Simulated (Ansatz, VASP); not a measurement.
# One calculation of InP, two programs

```xyz
2
Lattice="2.8092 2.8092 0.0000 -2.8092 2.8092 0.0000 0.0000 2.8092 2.8092" Properties=species:S:1:pos:R:3 pbc="T T T"
In    0.0000    0.0000    0.0000
P     1.4046    4.2138    1.4046
```

Alike in both runs: task single point; functional LDA; k mesh 8 × 8 × 8; no spin polarisation.

```csv
,VASP,Ansatz
version,VASP 6.6.1,Ansatz 0.2.0
potentials or method,"VASP PAW LDA potentials, release 64 (In_d, P), cutoff 520 eV","all-electron LAPW, scalar-relativistic"
occupations,"gaussian, width 0.01 eV",fixed
```

```tsv
	VASP	Ansatz	Ansatz less VASP
gap on the k mesh at the Fermi level (eV)	1.19	1.16	-0.030
pressure (GPa)	10.0	10.0	-0.02
```

LDA's correlation is that of Perdew and Zunger in VASP and of Perdew and Wang (1992) in Ansatz. Ansatz ran all-electron here, and VASP with PAW potentials.
